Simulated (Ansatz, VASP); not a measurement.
Two plane-wave programs on BP

Contents of POSCAR:

```
BP
1.0
    0.0000000000      2.2840269280      2.2840269280
    2.2840269280      0.0000000000      2.2840269280
    2.2840269280      2.2840269280      0.0000000000
P B
1 1
Direct
    0.7500000000      0.7500000000      0.7500000000
    0.0000000000      0.0000000000      0.0000000000
```

The input INCAR.step1:

```
PREC = Accurate
ENCUT = 520
EDIFF = 1E-5
ISMEAR = -1
SIGMA = 0.05
LREAL = F
LASPH = T
NELM = 60
ALGO = Normal
ISIF = 2
LWAVE = T
LCHARG = F
GGA = PE
NBANDS = 11
```

INCAR.step2

```
PREC = Accurate
ENCUT = 520
EDIFF = 1E-6
ISMEAR = -1
SIGMA = 0.05
LREAL = F
LASPH = T
NELM = 60
ALGO = Normal
ISIF = 2
LWAVE = F
LCHARG = F
METAGGA = R2SCAN
LHFCALC = T
AEXX = 0.25
LMIXTAU = T
PRECFOCK = Normal
ISTART = 1
NBANDS = 11
```

The input KPOINTS:

```
regular mesh
0
Gamma
  5 5 5
```

input.yaml

```yaml
crystal:
  lattice:
    - [0.0, 2.284026928, 2.284026928]
    - [2.284026928, 0.0, 2.284026928]
    - [2.284026928, 2.284026928, 0.0]
  atoms:
    - { symbol: P, position: [0.75, 0.75, 0.75] }
    - { symbol: B, position: [0.0, 0.0, 0.0] }
hamiltonian:
  xc: r2scan0
  pseudopotentials: { kind: paw }
kpoints:
  mp_grid: { grid: [5, 5, 5] }
scf:
  occupations: { method: fermi_dirac, width: 0.05 }
output:
  forces: true
  stress: true
  eigenvalues: true
  write_density: true
  write_potential: true
  elf: true
  volumetric_format: npy
```

Alike in both runs: task single point; functional r2SCAN0; k mesh 5 × 5 × 5; occupations fermi-dirac, width 0.05 eV; no spin polarisation.

|  | VASP | Ansatz |
| --- | --- | --- |
| version | VASP 6.6.1 | Ansatz 0.2.0 |
| potentials or method | VASP PAW PBE potentials, release 64 (P, B) | Ansatz PAW |
| plane-wave cutoff (eV) | 520 | 500 |
| valence electrons in the cell | 8 | 8 |

Ansatz gave:

| Quantity | Value |
| --- | --- |
| gap on the k mesh at the Fermi level (eV) | 2.79 |
| least direct gap on the mesh (eV) | 5.09 |
| pressure (GPa) | -5.2 |

**Question.** Estimate VASP's values.

**Answer.** gap on the k mesh at the Fermi level (eV): 2.85; least direct gap on the mesh (eV): 5.16; pressure (GPa): -5.9.

VASP's potentials were made for PBE, not for r2SCAN0.

The k mesh is coarse, so the values compare programs but aren't converged. Noted on Ansatz's run: odd divisions of the mesh miss points on the zone boundary, where band edges often lie, so the gap on the mesh can be too wide.
